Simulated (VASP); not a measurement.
Crystal: Ga2PN.

```
N Ga P
1.0
     3.35209    0.00000    0.00000
     0.00000    3.35209    0.00000
     0.00000    0.00000    4.73268
N Ga P
1 2 1
Direct
  0.00000 0.00000 0.00000
  0.00000 0.00000 0.50000
  0.50000 0.50000 0.00000
  0.50000 0.50000 0.50000
```

Base run:

* Program: VASP 6.6.1
* Functional: PBEsol
* Potentials or basis: VASP PAW PBE potentials, release 64 (N, Ga_d, P)
* Cutoff: 600 eV
* k mesh: 6 × 6 × 4
* Occupations: fermi-dirac, width 0.02 eV
* Spin: no spin polarisation

Its results: band gap on the k mesh zero (bands 18 and 19 overlap by 2.98 eV); pressure -0.6 GPa.

Problem. The run is repeated on the same cell with these changes: functional from PBEsol to r2SCAN; cutoff from 600 eV to 660 eV. What comes out?

Solution. Band gap on the k mesh zero (bands 18 and 19 overlap by 2.99 eV); pressure 0.4 GPa.

Caveats: the PAW data sets were made with another functional, which shifts forces and pressure a little.
